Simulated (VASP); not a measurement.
# S (Fm-3m) in VASP: a series of runs

S is run at these levels: PBEsol; tasks: relaxation of cell and atoms.

Program: VASP 6.6.1. These are calculated values, not measurements. Logs are shortened: lines on timing, memory, paths and dates and some standing lists are left out, and cuts for length are marked.

## Step 1: The cell of the first run

It takes space group Fm-3m (No. 225, cubic). The conventional cell has a = 3.284 Å, b = 3.284 Å, c = 3.284 Å, α = 90.00°, β = 90.00°, γ = 90.00°. Within 3.1 Å of S (site symmetry m-3m) lie 12 S at 2.32 Å.

## Step 2: Relaxation of cell and atoms, PBEsol, target pressure 140 GPa, at which the enthalpy is minimised

Input file INCAR:

```
SYSTEM = S
PREC = Accurate
ENCUT = 500
EDIFF = 1E-7
ISMEAR = -1
SIGMA = 0.05
LREAL = .FALSE.
LASPH = .TRUE.
NELM = 120
ALGO = Normal
ISIF = 3
LWAVE = .FALSE.
LCHARG = .FALSE.
GGA = PS
IBRION = 2
NSW = 32
EDIFFG = -0.005
PSTRESS = 1400.0
GGA_COMPAT = .FALSE.
NELMIN = 4
```

Input file KPOINTS:

```
regular mesh
0
G
  19 19 19
  0 0 0
```

Input file POSCAR:

```
S
1.0
    0.0000000000      1.6419060646      1.6419060646
    1.6419060646      0.0000000000      1.6419060646
    1.6419060646      1.6419060646      0.0000000000
S
1
Direct
    0.0000000000      0.0000000000      0.0000000000
```

Potentials or basis: VASP PAW PBE potentials, release 64 (S).

On the command line:

```console
$ cat potpaw_PBE.64/S/POTCAR > POTCAR
$ mpirun -np 1 vasp_std > vasp.out
```

OUTCAR:

```text
SYSTEM = S
   PREC = Accurate
   ENCUT = 500
   EDIFF = 1E-7
   ISMEAR = -1
   LREAL = .FALSE.
   LASPH = .TRUE.
   NELM = 120
   ISIF = 3
   GGA = PS
   IBRION = 2
   NSW = 32
   EDIFFG = -0.005
   PSTRESS = 1400.0
   NELMIN = 4

 ion  position               nearest neighbor table
   1  0.000  0.000  0.000-

  LATTYP: Found a face centered cubic cell.
 ALAT       =     3.2838121292

  Lattice vectors:

 A1 = (   0.0000000000,   1.6419060646,   1.6419060646)
 A2 = (   1.6419060646,   0.0000000000,   1.6419060646)
 A3 = (   1.6419060646,   1.6419060646,   0.0000000000)

Analysis of symmetry for initial positions (statically):
=====================================================================
 Subroutine PRICEL returns:
 Original cell was already a primitive cell.

 Routine SETGRP: Setting up the symmetry group for a
 face centered cubic supercell.

 Subroutine GETGRP returns: Found 48 space group operations
 (whereof 48 operations were pure point group operations)
 out of a pool of 48 trial point group operations.

The static configuration has the point symmetry O_h .

Analysis of symmetry for dynamics (positions and initial velocities):
=====================================================================
 Subroutine PRICEL returns:
 Original cell was already a primitive cell.

 Routine SETGRP: Setting up the symmetry group for a
 face centered cubic supercell.

 Subroutine GETGRP returns: Found 48 space group operations
 (whereof 48 operations were pure point group operations)
 out of a pool of 48 trial point group operations.

The dynamic configuration has the point symmetry O_h .

 Subroutine INISYM returns: Found 48 space group operations
 (whereof 48 operations are pure point group operations),
 and found     1 'primitive' translations

----------------------------------------------------------------------------------------

                                     Primitive cell

  volume of cell :       8.8527

  direct lattice vectors                    reciprocal lattice vectors
     0.000000000  1.641906065  1.641906065    -0.304524120  0.304524120  0.304524120
     1.641906065  0.000000000  1.641906065     0.304524120 -0.304524120  0.304524120
     1.641906065  1.641906065  0.000000000     0.304524120  0.304524120 -0.304524120

[... 83 lines left out ...]
   EDIFFG = -.5E-02   stopping-criterion for IOM
   NSW    =     32    number of steps for IOM
   IBRION =      2    ionic relax: 0-MD 1-quasi-New 2-CG
   NFREE  =      1    steps in history (QN), initial steepest desc. (CG)
   ISIF   =      3    stress and relaxation
   ISYM   =      2    0-nonsym 1-usesym 2-fastsym
   POTIM  = 0.5000    time-step for ionic-motion
   TEBEG  =    0.0;   TEEND  =   0.0 temperature during run
   PSTRESS= 1400.0 pullay stress
   NELECT =       6.0000    total number of electrons
   NUPDOWN=      -1.0000    fix difference up-down
   EMIN   =  10.00;   EMAX   =-10.00  energy-range for DOS
   EFERMI =   0.00;   METHOD = LEGACY
   ISMEAR =    -1;   SIGMA  =   0.05  broadening in eV -4-tet -1-fermi 0-gaus
   EFERMI_NEDOS =   21; number of points for ismear=-14 and -15
   IALGO  =     38    algorithm
   IMIX   =      4    mixing-type and parameters
     AMIX     =   0.40;   BMIX     =  1.00
     AMIX_MAG =   1.60;   BMIX_MAG =  1.00
  volume/ion in A,a.u.               =       8.85        59.74
  Fermi-wavevector in a.u.,A,eV,Ry     =   1.438027  2.717476 28.135769  2.067921
  Thomas-Fermi vector in A             =   2.557039
   LORBIT       =      0    0 simple, 1 ext, 2 COOP (PROOUT), +10 PAW based schemes
   GGA     = PS    functional components
   LHFCALC =     F    Hartree Fock is set to
   AEXX    =    0.0000 exact exchange contribution
   IVDW    =     0    specifies the selected vdW correction
   LEPSILON=     F    determine dielectric tensor
   LRPA    =     F    only Hartree local field effects (RPA)
 conjugate gradient relaxation of ions
 non-spin polarized calculation
  energy-cutoff  :      500.00
  volume of cell :        8.85
 maximum number of plane-waves:       238
 NGX is ok and might be reduce to    18
   NGX =  9   NGY =  9   NGZ =  9

--------------------------------------- Ionic step        1  -------------------------------------------

 number of electron       5.9999999 magnetization

 Free energy of the ion-electron system (eV)
  ---------------------------------------------------
  ext. energy  EPLUGINS =         0.00000000
  ---------------------------------------------------
  free energy    TOTEN  =        -1.60334297 eV

  energy without entropy =       -1.59888697  energy(sigma->0) =       -1.60111497

------------------------ aborting loop because EDIFF is reached ----------------------------------------

  FORCE on cell =-STRESS in cart. coord.  units (eV):
  Direction    XX          YY          ZZ          XY          YZ          ZX
  --------------------------------------------------------------------------------------
  -------------------------------------------------------------------------------------
  Total        7.7168658      7.7168658      7.7168658      0.0000000     -0.0000000      0.0000000
  in kB     1396.6147226   1396.6147226   1396.6147226      0.0000000     -0.0000000      0.0000000
  external PRESSURE =      -3.3852774 kB  Pullay stress =    1400.0000000 kB
[... 61 lines left out ...]
--------------------------------------- Ionic step        3  -------------------------------------------

 number of electron       5.9999999 magnetization

 Free energy of the ion-electron system (eV)
  ---------------------------------------------------
  ext. energy  EPLUGINS =         0.00000000
  ---------------------------------------------------
  free energy    TOTEN  =        -1.59844407 eV

  energy without entropy =       -1.59399057  energy(sigma->0) =       -1.59621732

 E-fermi :  18.2245     XC(G=0): -14.1492

 val. band max:       18.2072196696   @ k =   0.4211   0.2105   0.0526
 cond. band min:      18.2245896549   @ k =  -0.4737   0.2632   0.0526
 fundamental gap:      0.0173699853
 Fermi energy:        18.2245468134

 k-point     1 :       0.0000    0.0000    0.0000
  band No.  band energies     occupation
      1      -6.4407      2.00000
      2      26.0109      0.00000
      3      26.0109      0.00000
      4      26.0109      0.00000
      5      30.4422      0.00000
      6      30.4422      0.00000
      7      30.4422      0.00000
[... 221 lines left out ...]
 k-point    24 :      -0.2632    0.0526    0.0000
  band No.  band energies     occupation
      1      -3.2892      2.00000
      2      13.2031      2.00000
      3      21.9735      0.00000
      4      24.3236      0.00000
      5      30.9152      0.00000
      6      31.5540      0.00000
      7      31.8767      0.00000

 [... further k-points ...]
[... 5 lines left out ...]
  --------------------------------------------------------------------------------------
  -------------------------------------------------------------------------------------
  Total        7.7307173      7.7307173      7.7307173      0.0000000      0.0000000      0.0000000
  in kB     1400.0092930   1400.0092930   1400.0092930      0.0000000      0.0000000      0.0000000
  external PRESSURE =       0.0092930 kB  Pullay stress =    1400.0000000 kB
[... 20 lines left out ...]
  energy  without entropy=       -1.5939905672  energy(sigma->0) =       -1.59621732

  enthalpy is  TOTEN    =         6.1322219459 eV   P V=        7.7306660181

 reached required accuracy - stopping structural energy minimisation
```

It took 30 s on 1 thread of Intel Xeon 8259CL, shared host; peak memory 0.12 GiB.

What came out:

| Item | Value |
| --- | --- |
| Free energy | -1.5984 eV |
| Relaxed volume | 8.85 Å³/atom |
| Relaxed cell | a = 2.322 Å, b = 2.322 Å, c = 2.322 Å, α = 60.00°, β = 60.00°, γ = 60.00° |
| Space group after relaxing (to 0.05 Å) | Fm-3m (No. 225) |
| Energy change on relaxing (the enthalpy is what falls) | +4.9 meV/atom |
| Ionic steps | 3 |
| Pressure after relaxing | 140.0 GPa |
| Band gap on the k mesh | zero (band 3 reaches 26.01 eV, above the bottom of band 4 at 12.14 eV) |

Step by step:
| step | energy change (eV) | largest force (eV/Å) | pressure (GPa) | volume (Å³) |
| --- | --- | --- | --- | --- |
| 1 | 0.0000 | 0.0000 | 139.66 | 8.85 |
| 2 | 0.0210 | 0.0000 | 141.11 | 8.83 |
| 3 | 0.0049 | 0.0000 | 140.00 | 8.85 |

Final structure:
```
S
1.0
     0.00000    1.64156    1.64156
     1.64156    0.00000    1.64156
     1.64156    1.64156    0.00000
S
1
Cartesian
  0.0000 0.0000 0.0000
```

Levels at points of the mesh, in eV from the Fermi level:
```
           k point  band 1  band 2  band 3  band 4  band 5  band 6  band 7
(0.00, 0.00, 0.00)  -24.67    7.79    7.79    7.79   12.22   12.22   12.22
```

Caveat: the cell is relaxed towards a set pressure, so the enthalpy falls and the energy may rise; the PAW data sets were made with another functional, which shifts forces and pressure a little.

[end of part 1 of 2]
